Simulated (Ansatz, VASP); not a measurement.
**One calculation of LaC2, two programs**

```
La C
1.0
    -1.93039    1.93039    3.24676
     1.93039   -1.93039    3.24676
     1.93039    1.93039   -3.24676
La C
1 2
Direct
  0.00000 0.00000 0.00000
  0.40108 0.40108 0.00000
  0.59892 0.59892 0.00000
```

Alike in both runs: functional LDA; k mesh 8 × 8 × 8; occupations gaussian, width 0.1 eV; no spin polarisation.

Ansatz relaxed the structure, and its values are those at the end. VASP's run is a single point on that final structure, the one shown.

|  | VASP | Ansatz |
| --- | --- | --- |
| version | VASP 6.6.1 | Ansatz 0.2.0 |
| potentials or method | VASP PAW LDA potentials, release 64 (La, C_h), cutoff 910 eV | scalar-relativistic, plane waves, PAW |
| valence electrons in the cell | 19 | 19 |

VASP gave:

```
gap on the k mesh at the Fermi level (eV) : none
rms of the force components (eV/Å)        : 0.029
```

Task: Which values does Ansatz return?

Result: gap on the k mesh at the Fermi level (eV): none; rms of the force components (eV/Å): 0.002.

LDA's correlation is that of Perdew and Zunger in VASP and of Perdew and Wang (1992) in Ansatz. A gap of «none» marks a metal or a gap that the smearing closes.

Spin-orbit coupling is off throughout. Noted on VASP's run: the cutoff is short for stress, so the pressure is rough.
